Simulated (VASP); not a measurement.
# Bi (Im-3m) in VASP: a series of runs, part 2 of 2

VASP 6.6.1.

**4. Relaxation of cell and atoms, PBEsol, target pressure 40.8 GPa, at which the enthalpy is minimised**

Input file INCAR:

```
SYSTEM = Bi
  PREC = Accurate
  ENCUT = 500
  EDIFF = 1E-7
  ISMEAR = 0
  SIGMA = 0.1
  LREAL = .False.
  LASPH = .True.
  NELM = 120
  ALGO = Normal
  ISIF = 3
  LWAVE = .False.
  LCHARG = .False.
  GGA = PS
  IBRION = 2
  NSW = 100
  EDIFFG = -0.002
  PSTRESS = 408.0
  GGA_COMPAT = .False.
  NELMIN = 4
```

Input file KPOINTS:

```
regular mesh
0
Gamma
  16 16 16
  0 0 0
```

Input file POSCAR:

```
Bi
1.0
   -1.7586591295      1.7586591295      1.7586591295
    1.7586591295     -1.7586591295      1.7586591295
    1.7586591295      1.7586591295     -1.7586591295
Bi
1
Direct
    0.0000000000      0.0000000000      0.0000000000
```

Potentials or basis: VASP PAW PBE potentials, release 64 (Bi_d).

Command:

```console
cat potpaw_PBE.64/Bi_d/POTCAR > POTCAR
mpirun -np 1 vasp_std > vasp.out
```

OUTCAR:

```text
SYSTEM = Bi
   PREC = Accurate
   ENCUT = 500
   EDIFF = 1E-7
   ISMEAR = 0
   LREAL = .False.
   LASPH = .True.
   NELM = 120
   ISIF = 3
   GGA = PS
   IBRION = 2
   NSW = 100
   EDIFFG = -0.002
   PSTRESS = 408.0
   NELMIN = 4

 ion  position               nearest neighbor table
   1  0.000  0.000  0.000-

  LATTYP: Found a body centered cubic cell.
 ALAT       =     3.5173182590

  Lattice vectors:

 A1 = (  -1.7586591295,   1.7586591295,   1.7586591295)
 A2 = (   1.7586591295,  -1.7586591295,   1.7586591295)
 A3 = (   1.7586591295,   1.7586591295,  -1.7586591295)

Analysis of symmetry for initial positions (statically):
=====================================================================
 Subroutine PRICEL returns:
 Original cell was already a primitive cell.

 Routine SETGRP: Setting up the symmetry group for a
 body centered cubic supercell.

 Subroutine GETGRP returns: Found 48 space group operations
 (whereof 48 operations were pure point group operations)
 out of a pool of 48 trial point group operations.

The static configuration has the point symmetry O_h .

Analysis of symmetry for dynamics (positions and initial velocities):
=====================================================================
 Subroutine PRICEL returns:
 Original cell was already a primitive cell.

 Routine SETGRP: Setting up the symmetry group for a
 body centered cubic supercell.

 Subroutine GETGRP returns: Found 48 space group operations
 (whereof 48 operations were pure point group operations)
 out of a pool of 48 trial point group operations.

The dynamic configuration has the point symmetry O_h .

 Subroutine INISYM returns: Found 48 space group operations
 (whereof 48 operations are pure point group operations),
 and found     1 'primitive' translations

----------------------------------------------------------------------------------------

                                     Primitive cell

  volume of cell :      21.7573

  direct lattice vectors                    reciprocal lattice vectors
    -1.758659130  1.758659130  1.758659130     0.000000000  0.284307511  0.284307511
     1.758659130 -1.758659130  1.758659130     0.284307511  0.000000000  0.284307511
     1.758659130  1.758659130 -1.758659130     0.284307511  0.284307511  0.000000000

  length of vectors
     3.046086965  3.046086965  3.046086965     0.402071538  0.402071538  0.402071538

  position of ions in fractional coordinates (direct lattice)
     0.000000000  0.000000000  0.000000000

  ion indices of the primitive-cell ions
   primitive index   ion index
                 1           1

----------------------------------------------------------------------------------------

 KPOINTS: regular mesh

Automatic generation of k-mesh.
 Grid dimensions read from file:
 generate k-points for:   16   16   16

 Generating k-lattice:

  Cartesian coordinates                     Fractional coordinates (reciprocal lattice)
     0.000000000  0.017769219  0.017769219     0.062500000  0.000000000  0.000000000
     0.017769219  0.000000000  0.017769219     0.000000000  0.062500000  0.000000000
     0.017769219  0.017769219  0.000000000     0.000000000  0.000000000  0.062500000

[... 45 lines left out ...]
   NGXF,Y,Z  is equivalent  to a cutoff of  26.20, 26.20, 26.20 a.u.
 SYSTEM =  Bi
   PREC   = accura    normal or accurate (medium, high low for compatibility)
   ISTART =      0    job   : 0-new  1-cont  2-samecut
   ICHARG =      2    charge: 1-file 2-atom 10-const
   ISPIN  =      1    spin polarized calculation?
   LNONCOLLINEAR =      F non collinear calculations
   LSORBIT =      F    spin-orbit coupling
   LASPH  =      T    aspherical Exc in radial PAW
   ENCUT  =  500.0 eV  36.75 Ry    6.06 a.u.   5.55  5.55  5.55*2*pi/ulx,y,z
   NELM   =    120;   NELMIN=  4; NELMDL= -5     # of ELM steps
   EDIFF  = 0.1E-06   stopping-criterion for ELM
   LREAL  =      F    real-space projection
   EDIFFG = -.2E-02   stopping-criterion for IOM
   NSW    =    100    number of steps for IOM
   IBRION =      2    ionic relax: 0-MD 1-quasi-New 2-CG
   NFREE  =      1    steps in history (QN), initial steepest desc. (CG)
   ISIF   =      3    stress and relaxation
   ISYM   =      2    0-nonsym 1-usesym 2-fastsym
   POTIM  = 0.5000    time-step for ionic-motion
   TEBEG  =    0.0;   TEEND  =   0.0 temperature during run
   PSTRESS=  408.0 pullay stress
   NELECT =      15.0000    total number of electrons
   NUPDOWN=      -1.0000    fix difference up-down
   EMIN   =  10.00;   EMAX   =-10.00  energy-range for DOS
   EFERMI =   0.00;   METHOD = LEGACY
   ISMEAR =     0;   SIGMA  =   0.10  broadening in eV -4-tet -1-fermi 0-gaus
   EFERMI_NEDOS =   21; number of points for ismear=-14 and -15
   IALGO  =     38    algorithm
   IMIX   =      4    mixing-type and parameters
     AMIX     =   0.40;   BMIX     =  1.00
     AMIX_MAG =   1.60;   BMIX_MAG =  1.00
  volume/ion in A,a.u.               =      21.76       146.83
  Fermi-wavevector in a.u.,A,eV,Ry     =   1.446229  2.732976 28.457631  2.091577
  Thomas-Fermi vector in A             =   2.564321
   LORBIT       =      0    0 simple, 1 ext, 2 COOP (PROOUT), +10 PAW based schemes
   GGA     = PS    functional components
   LHFCALC =     F    Hartree Fock is set to
   AEXX    =    0.0000 exact exchange contribution
   IVDW    =     0    specifies the selected vdW correction
   LEPSILON=     F    determine dielectric tensor
   LRPA    =     F    only Hartree local field effects (RPA)
 conjugate gradient relaxation of ions
 non-spin polarized calculation
 Gauss-broadening in eV      SIGMA  =   0.10
  energy-cutoff  :      500.00
  volume of cell :       21.76
 maximum number of plane-waves:       586
 NGX is ok and might be reduce to    24
   NGX = 11   NGY = 11   NGZ = 11

--------------------------------------- Ionic step        1  -------------------------------------------

 number of electron      14.9999998 magnetization

 Free energy of the ion-electron system (eV)
  ---------------------------------------------------
  ext. energy  EPLUGINS =         0.00000000
  ---------------------------------------------------
  free energy    TOTEN  =        -3.43984771 eV

  energy without entropy =       -3.43696580  energy(sigma->0) =       -3.43840675

------------------------ aborting loop because EDIFF is reached ----------------------------------------

  FORCE on cell =-STRESS in cart. coord.  units (eV):
  Direction    XX          YY          ZZ          XY          YZ          ZX
  --------------------------------------------------------------------------------------
  -------------------------------------------------------------------------------------
  Total        5.5371034      5.5371034      5.5371034     -0.0000000      0.0000000      0.0000000
  in kB      407.7445928    407.7445928    407.7445928     -0.0000000      0.0000000      0.0000000
  external PRESSURE =      -0.2554072 kB  Pullay stress =     408.0000000 kB
[... 61 lines left out ...]
--------------------------------------- Ionic step        3  -------------------------------------------

 number of electron      14.9999998 magnetization

 Free energy of the ion-electron system (eV)
  ---------------------------------------------------
  ext. energy  EPLUGINS =         0.00000000
  ---------------------------------------------------
  free energy    TOTEN  =        -3.43929802 eV

  energy without entropy =       -3.43641742  energy(sigma->0) =       -3.43785772

 E-fermi :  13.0172     XC(G=0): -12.2654

 val. band max:       12.9742394851   @ k =   0.1875   0.1875   0.0625
 cond. band min:      13.0508732279   @ k =  -0.2500   0.2500   0.2500
 fundamental gap:      0.0766337428
 Fermi energy:        13.0171918336

 k-point     1 :       0.0000    0.0000    0.0000
  band No.  band energies     occupation
      1     -10.4582      2.00000
      2     -10.4582      2.00000
      3     -10.4582      2.00000
      4     -10.0647      2.00000
      5     -10.0647      2.00000
      6      -3.6581      2.00000
      7      21.3154      0.00000
      8      21.3154      0.00000
      9      21.3154      0.00000
     10      23.3178      0.00000
     11      23.3178      0.00000
[... 309 lines left out ...]
 k-point    24 :       0.2500    0.1875   -0.0000
  band No.  band energies     occupation
      1     -10.5245      2.00000
      2     -10.3768      2.00000
      3     -10.1271      2.00000
      4     -10.1045      2.00000
      5      -9.9742      2.00000
      6       0.2152      2.00000
      7       9.3964      2.00000
      8      12.6220      2.00000
      9      16.8755      0.00000
     10      22.8549      0.00000
     11      23.9656      0.00000

 [... further k-points ...]

------------------------ aborting loop because EDIFF is reached ----------------------------------------

  FORCE on cell =-STRESS in cart. coord.  units (eV):
  Direction    XX          YY          ZZ          XY          YZ          ZX
  --------------------------------------------------------------------------------------
  -------------------------------------------------------------------------------------
  Total        5.5406471      5.5406471      5.5406471      0.0000000      0.0000000      0.0000000
  in kB      408.0460292    408.0460292    408.0460292      0.0000000      0.0000000      0.0000000
  external PRESSURE =       0.0460292 kB  Pullay stress =     408.0000000 kB
[... 20 lines left out ...]
  energy  without entropy=       -3.4364174184  energy(sigma->0) =       -3.43785772

  enthalpy is  TOTEN    =         2.1007240639 eV   P V=        5.5400220873

 reached required accuracy - stopping structural energy minimisation
```

OSZICAR:

```text
N       E                     dE             d eps       ncg     rms          rms(c)
DAV:   1     0.102715101579E+03    0.10272E+03   -0.80537E+03  3220   0.170E+03
[... 19 lines left out ...]
       N       E                     dE             d eps       ncg     rms          rms(c)
DAV:   1    -0.343932739232E+01   -0.22630E-02   -0.72982E-04  3823   0.623E-01    0.292E-02
DAV:   2    -0.343930290145E+01    0.24491E-04   -0.40225E-05  3727   0.151E-01    0.114E-02
DAV:   3    -0.343929842113E+01    0.44803E-05   -0.17147E-05  5077   0.912E-02    0.116E-03
DAV:   4    -0.343929827539E+01    0.14574E-06   -0.29583E-07  3474   0.697E-03    0.647E-04
DAV:   5    -0.343929797270E+01    0.30269E-06   -0.19924E-07  3545   0.493E-03    0.289E-04
DAV:   6    -0.343929802344E+01   -0.50737E-07   -0.11592E-08  1784   0.157E-03
   3 F= 0.21007241E+01 E0= 0.21021644E+01  d E =0.329787E-08
```

CONTCAR:

```text
Bi
   1.00000000000000
    -1.7586009687551412    1.7586009687551412    1.7586009687551412
     1.7586009687551412   -1.7586009687551412    1.7586009687551412
     1.7586009687551412    1.7586009687551412   -1.7586009687551412
  Bi
     1
Direct
     0.0000000000000000    0.0000000000000000    0.0000000000000000

  0.00000000E+00  0.00000000E+00  0.00000000E+00
```

Wall time 38 s (1 thread of Intel Xeon Platinum 8259CL at 2.50GHz (Skylake/Cascade Lake), shared host); peak memory 0.16 GiB.

Results:

```yaml
Free_energy: -3.4393 eV
Energy_change_on_relaxing_the_run_minimises_the_enthalpy: +0.5 meV/atom
Ionic_steps: 3
Pressure_after_relaxing: 40.8 GPa
Band_gap_on_the_k_mesh: zero (an odd number of electrons rules out a gap without spin polarisation)
```

The path:
```tsv
step	energy change (eV)	largest force (eV/Å)	pressure (GPa)	volume (Å³)
1	0.0000	0.0000	40.77	21.76
2	0.0028	0.0000	40.90	21.75
3	0.0005	0.0000	40.80	21.76
```

Final structure:
```yaml
crystal:
  lattice:
    - [-1.75860, 1.75860, 1.75860]
    - [1.75860, -1.75860, 1.75860]
    - [1.75860, 1.75860, -1.75860]
  atoms:
    - { symbol: Bi, position: [0.00000, 0.00000, 0.00000] }
```

Levels at points of the mesh, in eV from the Fermi level:
```
           k point  band 6  band 7  band 8  band 9  band 10  band 11
(0.00, 0.00, 0.00)  -16.68    8.30    8.30    8.30    10.30    10.30
(0.50, 0.00, 0.00)  -11.08   -7.53    2.35    4.22     7.68     8.79
(0.50, 0.50, 0.50)   -6.87   -2.75   -2.75   -2.75     3.30     3.30
```

Caveat: the cell is relaxed towards a set pressure, so the run minimises the enthalpy, not the energy; the PAW data sets were made with another functional, which shifts forces and pressure a little; spin-orbit coupling is left out, which moves the levels of the heavy elements.
